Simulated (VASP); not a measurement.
Crystal: SnSe2.

```
Sn Se
1.0
     3.82515    0.00000    0.00000
    -1.91257    3.31268    0.00000
     0.00000    0.00000    6.22708
Sn Se
1 2
Direct
  0.00000 0.00000 0.00000
  0.33333 0.66667 0.25308
  0.66667 0.33333 0.74692
```

Base run:

| Item | Value |
| --- | --- |
| Program | VASP 6.6.1 |
| Functional | PBE |
| Potentials or basis | VASP PAW PBE potentials, release 64 (Sn_d, Se) |
| Cutoff | 520 eV |
| k mesh | 6 × 6 × 4 |
| Occupations | gaussian, width 0.01 eV |
| Spin | no spin polarisation |

Its results: band gap on the k mesh 0.79 eV, indirect (least direct gap 1.12 eV); pressure 3.0 GPa; largest force 0.262 eV/Å.

**Question.** The run is repeated on the same cell with these changes: functional from PBE to r2SCAN; further incar settings from ALGO = Normal; EDIFF = 1e-07; NBANDS = 20 to ALGO = Normal; EDIFF = 1e-06; NBANDS = 20. What comes out?

**Answer.** Band gap on the k mesh 1.07 eV, indirect (least direct gap 1.51 eV); pressure 1.0 GPa; largest force 0.026 eV/Å.

Caveats: spin-orbit coupling is left out, which moves the levels of the heavy elements; this functional lacks dispersion, which binds the layers, so the pressure and a relaxed spacing across them are unreliable (some runs); the PAW data sets were made with another functional, which shifts forces and pressure a little (some runs).

A k mesh can miss the band edges.
